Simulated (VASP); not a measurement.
# Sc8H in VASP: further runs

Runs on Sc8H. Level: PBE. Tasks: single point.

Program: VASP 6.6.1. These are calculated values, not measurements. Logs are shortened: lines on timing, memory, paths and dates and some standing lists are left out, and cuts for length are marked.

### Step 1. The cell of the first run

The cell holds a slab with vacuum, 9 atoms: a = 6.639 Å, b = 5.163 Å, c = 19.113 Å, α = 90.00°, β = 90.00°, γ = 90.00°.

### Step 2. Single point, PBE

INCAR reads:

```
SYSTEM = Sc8H
  PREC = Accurate
  ENCUT = 520
  EDIFF = 1E-7
  ISMEAR = 0
  SIGMA = 0.1
  LREAL = .FALSE.
  LASPH = .TRUE.
  NELM = 60
  ALGO = Normal
  ISIF = 2
  LWAVE = .FALSE.
  LCHARG = .TRUE.
  LDIPOL = .TRUE.
  IDIPOL = 3
  DIPOL = 0.5 0.5 0.319
  GGA = PE
  LELF = .TRUE.
  LVHAR = .TRUE.
  LVACPOTAV = .TRUE.
  NBANDS = 54
```

KPOINTS reads:

```
Automatic mesh
0
G
  4 5 1
  0 0 0
```

POSCAR reads:

```
Sc8H
1.0
    6.6389479791      0.0000000000      0.0000000000
    0.0000000000      5.1626219083      0.0000000000
    0.0000000000      0.0000000000     19.1132872497
Sc H
8 1
Direct
    0.0000000000      0.7500000000      0.2092784955
    0.5000000000      0.7500000000      0.2092784955
    0.2500000000      0.2500000000      0.2594137541
    0.7500000000      0.2500000000      0.2594137541
    0.2500000000      0.7500000000      0.3452852846
    0.7500000000      0.7500000000      0.3452852846
    0.0000000000      0.2500000000      0.3983243254
    0.5000000000      0.2500000000      0.3983243254
    0.1875000000      0.7500000000      0.4476035658
```

Potentials or basis: VASP PAW PBE potentials, release 64 (Sc_sv, H).

Run with:

```sh
$ cat potpaw_PBE.64/Sc_sv/POTCAR potpaw_PBE.64/H/POTCAR > POTCAR
$ mpirun -np 1 vasp_std > vasp.out
```

OUTCAR:

```text
SYSTEM = Sc8H
   PREC = Accurate
   ENCUT = 520
   EDIFF = 1E-7
   ISMEAR = 0
   LREAL = .FALSE.
   LASPH = .TRUE.
   NELM = 60
   ISIF = 2
   GGA = PE

 ion  position               nearest neighbor table
   1  0.000  0.750  0.209-   5 3.08   6 3.08   3 3.21   4 3.21   3 3.21   4 3.21   2 3.32   2 3.32

   2  0.500  0.750  0.209-   5 3.08   6 3.08   3 3.21   4 3.21   3 3.21   4 3.21   1 3.32   1 3.32

   3  0.250  0.250  0.259-   5 3.06   5 3.06   8 3.13   7 3.13   1 3.21   1 3.21   2 3.21   2 3.21
                             4 3.32   4 3.32
   4  0.750  0.250  0.259-   6 3.06   6 3.06   8 3.13   7 3.13   1 3.21   1 3.21   2 3.21   2 3.21
                             3 3.32   3 3.32
   5  0.250  0.750  0.345-   9 2.00   3 3.06   3 3.06   2 3.08   1 3.08   7 3.23   8 3.23   7 3.23
                             8 3.23   6 3.32   6 3.32
   6  0.750  0.750  0.345-   4 3.06   4 3.06   1 3.08   2 3.08   8 3.23   7 3.23   7 3.23   8 3.23
                             5 3.32   5 3.32
   7  0.000  0.250  0.398-   3 3.13   4 3.13   5 3.23   6 3.23   5 3.23   6 3.23   8 3.32   8 3.32

   8  0.500  0.250  0.398-   3 3.13   4 3.13   5 3.23   6 3.23   5 3.23   6 3.23   7 3.32   7 3.32

   9  0.188  0.750  0.448-   5 2.00

  LATTYP: Found a simple orthorhombic cell.
 ALAT       =     5.1626219083
 B/A-ratio  =     1.2859643989
 C/A-ratio  =     3.7022442451

  Lattice vectors:

 A1 = (   0.0000000000,  -5.1626219083,   0.0000000000)
 A2 = (   6.6389479791,   0.0000000000,   0.0000000000)
 A3 = (   0.0000000000,   0.0000000000,  19.1132872497)

Analysis of symmetry for initial positions (statically):
=====================================================================
 Subroutine PRICEL returns:
 Original cell was already a primitive cell.

 Routine SETGRP: Setting up the symmetry group for a
 simple orthorhombic supercell.

 Subroutine GETGRP returns: Found  2 space group operations
 (whereof  1 operations were pure point group operations)
 out of a pool of  8 trial point group operations.

The static configuration has the point symmetry C_1 .
 The point group associated with its full space group is C_1h.

Analysis of symmetry for dynamics (positions and initial velocities):
=====================================================================
 Subroutine PRICEL returns:
 Original cell was already a primitive cell.

 Routine SETGRP: Setting up the symmetry group for a
 simple orthorhombic supercell.

 Subroutine GETGRP returns: Found  2 space group operations
 (whereof  1 operations were pure point group operations)
 out of a pool of  8 trial point group operations.

The dynamic configuration has the point symmetry C_1 .
 The point group associated with its full space group is C_1h.

 Subroutine INISYM returns: Found  2 space group operations
 (whereof  1 operations are pure point group operations),
 and found     1 'primitive' translations

----------------------------------------------------------------------------------------

                                     Primitive cell

  volume of cell :     655.0960

  direct lattice vectors                    reciprocal lattice vectors
     6.638947979  0.000000000  0.000000000     0.150626274  0.000000000  0.000000000
     0.000000000  5.162621908  0.000000000     0.000000000  0.193700026  0.000000000
     0.000000000  0.000000000 19.113287250     0.000000000  0.000000000  0.052319624

  length of vectors
     6.638947979  5.162621908 19.113287250     0.150626274  0.193700026  0.052319624

  position of ions in fractional coordinates (direct lattice)
     0.000000000  0.750000000  0.209278496
     0.500000000  0.750000000  0.209278496
     0.250000000  0.250000000  0.259413754
     0.750000000  0.250000000  0.259413754
     0.250000000  0.750000000  0.345285285
     0.750000000  0.750000000  0.345285285
     0.000000000  0.250000000  0.398324325
     0.500000000  0.250000000  0.398324325
     0.187500000  0.750000000  0.447603566

  ion indices of the primitive-cell ions
   primitive index   ion index
                 1           1
                 2           2
                 3           3
                 4           4
                 5           5
                 6           6
                 7           7
                 8           8
                 9           9

----------------------------------------------------------------------------------------

 KPOINTS: Automatic mesh

Automatic generation of k-mesh.
 Grid dimensions read from file:
 generate k-points for:    4    5    1

 Generating k-lattice:

  Cartesian coordinates                     Fractional coordinates (reciprocal lattice)
     0.037656569  0.000000000  0.000000000     0.250000000  0.000000000  0.000000000
     0.000000000  0.038740005  0.000000000     0.000000000  0.200000000  0.000000000
     0.000000000  0.000000000  0.052319624     0.000000000  0.000000000  1.000000000

  Length of vectors
     0.037656569  0.038740005  0.052319624

  Shift w.r.t. Gamma in fractional coordinates (k-lattice)
     0.000000000  0.000000000  0.000000000

 Subroutine IBZKPT returns following result:
 ===========================================

 Found      9 irreducible k-points:

 Following reciprocal coordinates:
            Coordinates               Weight
  0.000000  0.000000  0.000000      1.000000
  0.250000  0.000000  0.000000      2.000000
  0.500000  0.000000  0.000000      1.000000
  0.000000  0.200000  0.000000      2.000000
  0.250000  0.200000  0.000000      4.000000
  0.500000  0.200000  0.000000      2.000000
  0.000000  0.400000  0.000000      2.000000
  0.250000  0.400000  0.000000      4.000000
  0.500000  0.400000  0.000000      2.000000
   k-points           NKPTS =      9   k-points in BZ     NKDIM =      9   number of bands    NBANDS=     54
   number of dos      NEDOS =    301   number of ions     NIONS =      9
   total plane-waves  NPLWV = 288000
   dimension x,y,z NGX =    50 NGY =   40 NGZ =  144
   dimension x,y,z NGXF=   100 NGYF=   80 NGZF=  288
   ions per type =               8   1
   NGX,Y,Z   is equivalent  to a cutoff of  12.52, 12.88, 12.53 a.u.
   NGXF,Y,Z  is equivalent  to a cutoff of  25.04, 25.76, 25.05 a.u.
 SYSTEM =  Sc8H
   PREC   = accura    normal or accurate (medium, high low for compatibility)
   ISTART =      0    job   : 0-new  1-cont  2-samecut
   ICHARG =      2    charge: 1-file 2-atom 10-const
   ISPIN  =      1    spin polarized calculation?
   LNONCOLLINEAR =      F non collinear calculations
   LSORBIT =      F    spin-orbit coupling
   LASPH  =      T    aspherical Exc in radial PAW
   ENCUT  =  520.0 eV  38.22 Ry    6.18 a.u.  12.34  9.60 35.54*2*pi/ulx,y,z
   NELM   =     60;   NELMIN=  2; NELMDL= -5     # of ELM steps
   EDIFF  = 0.1E-06   stopping-criterion for ELM
   LREAL  =      F    real-space projection
   EDIFFG = 0.1E-05   stopping-criterion for IOM
   NSW    =      0    number of steps for IOM
   IBRION =     -1    ionic relax: 0-MD 1-quasi-New 2-CG
   NFREE  =      0    steps in history (QN), initial steepest desc. (CG)
   ISIF   =      2    stress and relaxation
   ISYM   =      2    0-nonsym 1-usesym 2-fastsym
   POTIM  = 0.5000    time-step for ionic-motion
   TEBEG  =    0.0;   TEEND  =   0.0 temperature during run
   PSTRESS=    0.0 pullay stress
   NELECT =      89.0000    total number of electrons
   NUPDOWN=      -1.0000    fix difference up-down
   EMIN   =  10.00;   EMAX   =-10.00  energy-range for DOS
   EFERMI =   0.00;   METHOD = LEGACY
   ISMEAR =     0;   SIGMA  =   0.10  broadening in eV -4-tet -1-fermi 0-gaus
   EFERMI_NEDOS =   21; number of points for ismear=-14 and -15
   IALGO  =     38    algorithm
   IMIX   =      4    mixing-type and parameters
     AMIX     =   0.40;   BMIX     =  1.00
     AMIX_MAG =   1.60;   BMIX_MAG =  1.00
  volume/ion in A,a.u.               =      72.79       491.20
  Fermi-wavevector in a.u.,A,eV,Ry     =   0.841595  1.590384  9.636765  0.708282
  Thomas-Fermi vector in A             =   1.956165
   LORBIT       =      0    0 simple, 1 ext, 2 COOP (PROOUT), +10 PAW based schemes
   GGA     = PE    functional components
   LHFCALC =     F    Hartree Fock is set to
   AEXX    =    0.0000 exact exchange contribution
   IVDW    =     0    specifies the selected vdW correction
   LEPSILON=     F    determine dielectric tensor
   LRPA    =     F    only Hartree local field effects (RPA)
 non-spin polarized calculation
 Gauss-broadening in eV      SIGMA  =   0.10
  energy-cutoff  :      520.00
  volume of cell :      655.10
 maximum number of plane-waves:     17709
 NGX is ok and might be reduce to    50
   NGX = 25   NGY = 19   NGZ = 71

 dipolmoment           0.000000      0.000000      0.021132 electrons x Angstroem

 number of electron      88.9999996 magnetization

 dipolmoment           0.000000      0.000000     -0.025092 electrons x Angstroem

 Free energy of the ion-electron system (eV)
  ---------------------------------------------------
  ext. energy  EPLUGINS =         0.00000000
  ---------------------------------------------------
  free energy    TOTEN  =       -48.63134087 eV

  energy without entropy =      -48.58259517  energy(sigma->0) =      -48.60696802

 E-fermi :  -1.0694     XC(G=0):  -3.9619

 val. band max:       -1.0810819169   @ k =   0.0000   0.4000   0.0000
 cond. band min:      -1.0296642186   @ k =   0.0000   0.0000   0.0000
 fundamental gap:      0.0514176983
 Fermi energy:        -1.0694188571

 k-point     1 :       0.0000    0.0000    0.0000
  band No.  band energies     occupation
      1     -51.0813      2.00000
      2     -51.0351      2.00000
      3     -50.8958      2.00000
      4     -50.8776      2.00000
      5     -50.5083      2.00000
      6     -50.4489      2.00000
[... 46 lines left out ...]
     53       0.0835      0.00000
     54       0.1779      0.00000
[... 454 lines left out ...]
     53      -0.2870      0.00000
     54      -0.2118      0.00000

------------------------ aborting loop because EDIFF is reached ----------------------------------------

  FORCE on cell =-STRESS in cart. coord.  units (eV):
  Direction    XX          YY          ZZ          XY          YZ          ZX
  --------------------------------------------------------------------------------------
  -------------------------------------------------------------------------------------
  Total       -0.4911517     -4.2868676      0.7495741      0.0000000      0.0000000     -0.4627302
  in kB       -1.2012164    -10.4844508      1.8332436      0.0000000      0.0000000     -1.1317056
  external PRESSURE =      -3.2841412 kB  Pullay stress =       0.0000000 kB

 VOLUME and BASIS-vectors are now :
 -----------------------------------------------------------------------------
  energy-cutoff  :      520.00
  volume of cell :      655.10
      direct lattice vectors                 reciprocal lattice vectors
     6.638947979  0.000000000  0.000000000     0.150626274  0.000000000  0.000000000
     0.000000000  5.162621908  0.000000000     0.000000000  0.193700026  0.000000000
     0.000000000  0.000000000 19.113287250     0.000000000  0.000000000  0.052319624

 POSITION                                       TOTAL-FORCE (eV/Angst)
 -----------------------------------------------------------------------------------
      0.00000      3.87197      4.00000        -0.067067      0.000000     -0.236487
      3.31947      3.87197      4.00000         0.075018      0.000000     -0.304980
      1.65974      1.29066      4.95825        -0.013712      0.000000      0.218699
      4.97921      1.29066      4.95825        -0.011611      0.000000      0.287351
      1.65974      3.87197      6.59954         0.156861      0.000000     -0.050068
      4.97921      3.87197      6.59954         0.001778      0.000000     -0.170073
      0.00000      1.29066      7.61329         0.290665      0.000000      0.185541
      3.31947      1.29066      7.61329        -0.070050      0.000000      0.062389
      1.24480      3.87197      8.55518        -0.361880      0.000000      0.007628
 -----------------------------------------------------------------------------------
    total drift:                               -0.000034     -0.000000      0.000409

  FREE ENERGIE OF THE ION-ELECTRON SYSTEM (eV)
  ---------------------------------------------------
  free  energy   TOTEN  =       -48.6313408705 eV

  energy  without entropy=      -48.5825951672  energy(sigma->0) =      -48.60696802

 vacuum level on the upper side and lower side of the slab         2.213         2.345
```

It took 8.9 min on 1 thread of Intel Xeon 6975P-C (Granite Rapids), shared host; peak memory 0.71 GiB.

Results:

```
Free energy            : -48.6313 eV
Largest force          : 0.362 eV/Å
Band gap on the k mesh : zero (an odd number of electrons rules out a gap without spin polarisation)
```

Forces on the atoms (eV/Å):
```
Sc  -0.067  0.000 -0.236
Sc   0.075  0.000 -0.305
Sc  -0.014  0.000  0.219
Sc  -0.012  0.000  0.287
Sc   0.157  0.000 -0.050
Sc   0.002  0.000 -0.170
Sc   0.291  0.000  0.186
Sc  -0.070  0.000  0.062
H   -0.362  0.000  0.008
```

### Step 3. Single point, PBE

INCAR reads:

```
PREC = Accurate ; ENCUT = 520
EDIFF = 1E-6 ; ISMEAR = 0
SIGMA = 0.1 ; LREAL = False
LASPH = True ; NELM = 100
ALGO = Normal ; ISIF = 2
LWAVE = False ; LCHARG = True
LDIPOL = True ; IDIPOL = 3
DIPOL = 0.5 0.5 0.319 ; GGA = PE
LELF = True ; LVHAR = True
LVACPOTAV = True ; NBANDS = 54
```

KPOINTS reads:

```
regular mesh
0
Gamma
  4 5 1
```

Edit POSCAR of step 2 so:

```diff
@@ -16,2 +16,2 @@
     0.5000000000      0.2500000000      0.3983243254
-    0.1875000000      0.7500000000      0.4476035658
+    0.2500000000      0.6250000000      0.4440117743
```

Potentials or basis: VASP PAW PBE potentials, release 64 (Sc_sv, H).

Run with:

```sh
$ cat potpaw_PBE.64/Sc_sv/POTCAR potpaw_PBE.64/H/POTCAR > POTCAR
$ mpirun -np 1 vasp_std > vasp.out
```

OUTCAR:

```text
PREC = Accurate
   ENCUT = 520
   EDIFF = 1E-6
   ISMEAR = 0
   LREAL = False
   LASPH = True
   NELM = 100
   ISIF = 2
   GGA = PE

 ion  position               nearest neighbor table
   1  0.000  0.750  0.209-   5 3.08   6 3.08   3 3.21   4 3.21   3 3.21   4 3.21   2 3.32   2 3.32

   2  0.500  0.750  0.209-   5 3.08   6 3.08   3 3.21   4 3.21   3 3.21   4 3.21   1 3.32   1 3.32

   3  0.250  0.250  0.259-   5 3.06   5 3.06   8 3.13   7 3.13   1 3.21   1 3.21   2 3.21   2 3.21
                             4 3.32   4 3.32
   4  0.750  0.250  0.259-   6 3.06   6 3.06   8 3.13   7 3.13   1 3.21   1 3.21   2 3.21   2 3.21
                             3 3.32   3 3.32
   5  0.250  0.750  0.345-   9 1.99   3 3.06   3 3.06   2 3.08   1 3.08   7 3.23   8 3.23   7 3.23
                             8 3.23   6 3.32   6 3.32
   6  0.750  0.750  0.345-   4 3.06   4 3.06   1 3.08   2 3.08   8 3.23   7 3.23   7 3.23   8 3.23
                             5 3.32   5 3.32
   7  0.000  0.250  0.398-   3 3.13   4 3.13   5 3.23   6 3.23   5 3.23   6 3.23   8 3.32   8 3.32

   8  0.500  0.250  0.398-   3 3.13   4 3.13   5 3.23   6 3.23   5 3.23   6 3.23   7 3.32   7 3.32

   9  0.250  0.625  0.444-   5 1.99

  LATTYP: Found a simple orthorhombic cell.
 ALAT       =     5.1626219083
[... 705 lines left out ...]
     53      -0.2598      0.00000
     54      -0.2138      0.00000

------------------------ aborting loop because EDIFF is reached ----------------------------------------

  FORCE on cell =-STRESS in cart. coord.  units (eV):
  Direction    XX          YY          ZZ          XY          YZ          ZX
  --------------------------------------------------------------------------------------
  -------------------------------------------------------------------------------------
  Total       -0.7894260     -4.1798907      1.0896963      0.0000000     -0.6915533      0.0000000
  in kB       -1.9307100    -10.2228157      2.6650851      0.0000000     -1.6913412      0.0000000
  external PRESSURE =      -3.1628135 kB  Pullay stress =       0.0000000 kB

 VOLUME and BASIS-vectors are now :
 -----------------------------------------------------------------------------
  energy-cutoff  :      520.00
  volume of cell :      655.10
      direct lattice vectors                 reciprocal lattice vectors
     6.638947979  0.000000000  0.000000000     0.150626274  0.000000000  0.000000000
     0.000000000  5.162621908  0.000000000     0.000000000  0.193700026  0.000000000
     0.000000000  0.000000000 19.113287250     0.000000000  0.000000000  0.052319624

 POSITION                                       TOTAL-FORCE (eV/Angst)
 -----------------------------------------------------------------------------------
      0.00000      3.87197      4.00000        -0.093375     -0.020078     -0.275732
      3.31947      3.87197      4.00000         0.093375     -0.020078     -0.275732
      1.65974      1.29066      4.95825         0.000000      0.015000      0.127126
      4.97921      1.29066      4.95825         0.000000      0.040988      0.224896
      1.65974      3.87197      6.59954         0.000000     -0.077027      0.058168
      4.97921      3.87197      6.59954         0.000000      0.036123     -0.189532
      0.00000      1.29066      7.61329         0.430749      0.430305      0.169645
      3.31947      1.29066      7.61329        -0.430749      0.430305      0.169645
      1.65974      3.22664      8.48652         0.000000     -0.835539     -0.008484
 -----------------------------------------------------------------------------------
    total drift:                               -0.000000      0.000003      0.000532

  FREE ENERGIE OF THE ION-ELECTRON SYSTEM (eV)
  ---------------------------------------------------
  free  energy   TOTEN  =       -48.8548688903 eV

  energy  without entropy=      -48.8001393406  energy(sigma->0) =      -48.82750412

 vacuum level on the upper side and lower side of the slab         2.209         2.347
```

Run time: 8.5 min. Hardware: 1 thread of Intel Xeon 6975P-C (Granite Rapids), shared host; peak memory 0.69 GiB.

Results:

```yaml
Free_energy: -48.8549 eV
Largest_force: 0.836 eV/Å
Band_gap_on_the_k_mesh: zero (an odd number of electrons rules out a gap without spin polarisation)
```

Forces on the atoms (eV/Å):
```
Sc  -0.093 -0.020 -0.276
Sc   0.093 -0.020 -0.276
Sc   0.000  0.015  0.127
Sc   0.000  0.041  0.225
Sc   0.000 -0.077  0.058
Sc   0.000  0.036 -0.190
Sc   0.431  0.430  0.170
Sc  -0.431  0.430  0.170
H    0.000 -0.836 -0.008
```

### Step 4. Single point, PBE

INCAR reads:

```
SYSTEM = Sc8H
PREC = Accurate
ENCUT = 520
EDIFF = 1E-7
ISMEAR = 0
SIGMA = 0.1
LREAL = .FALSE.
LASPH = .TRUE.
NELM = 100
ALGO = Normal
ISIF = 2
LWAVE = .FALSE.
LCHARG = .FALSE.
LDIPOL = .TRUE.
IDIPOL = 3
DIPOL = 0.5 0.5 0.324
GGA = PE
NBANDS = 54
```

KPOINTS reads:

```
Automatic mesh
0
G
  4 5 1
  0 0 0
```

Edit POSCAR of step 3 so:

```diff
@@ -16,2 +16,2 @@
     0.5000000000      0.2500000000      0.3983243254
-    0.2500000000      0.6250000000      0.4440117743
+    0.0625000000      0.2500000000      0.4940838543
```

Run with:

```sh
$ cat potpaw_PBE.64/Sc_sv/POTCAR potpaw_PBE.64/H/POTCAR > POTCAR
$ mpirun -np 1 vasp_std > vasp.out
```

Run time: 8.4 min. Hardware: 1 thread of Intel Xeon 6975P-C (Granite Rapids), shared host; peak memory 0.7 GiB.

It converged, with:

- Free energy: -48.2433 eV
- Largest force: 0.363 eV/Å
- Band gap on the k mesh: zero (an odd number of electrons rules out a gap without spin polarisation)

Forces in eV/Å, atoms in the order of the input:
```
Sc   0.003  0.000 -0.048
Sc   0.002  0.000 -0.186
Sc   0.076  0.000  0.187
Sc  -0.065  0.000  0.186
Sc   0.164  0.000 -0.174
Sc  -0.208  0.000 -0.208
Sc   0.007  0.000 -0.009
Sc  -0.292  0.000  0.215
H    0.314  0.000  0.035
```

Levels at points of the mesh, in eV from the Fermi level:
```csv
k point,band 43,band 44,band 45,band 46,band 47,band 48
"(0.00, 0.00, 0.00)",-0.34,-0.26,-0.14,-0.01,0.20,0.50
"(0.50, 0.00, 0.00)",-0.41,-0.16,-0.05,0.30,0.35,0.43
```

### Step 5. The runs side by side

```csv
cell,gap on the mesh (eV),largest force (eV/Å)
"as given, atomic positions A",none,0.36
"as given, atomic positions B",none,0.84
"as given, atomic positions C",none,0.36
```

Alike in all rows: task single point; level PBE; potentials or basis VASP PAW PBE potentials, release 64 (Sc_sv, H); no spin polarisation; k mesh 4 × 5 × 1; cutoff (eV) 520; smearing gaussian 0.1 eV.

Absolute energies hang on the potentials; compare differences alone.

The gap in the log of VASP goes by the Fermi energy; the results here count the filled bands.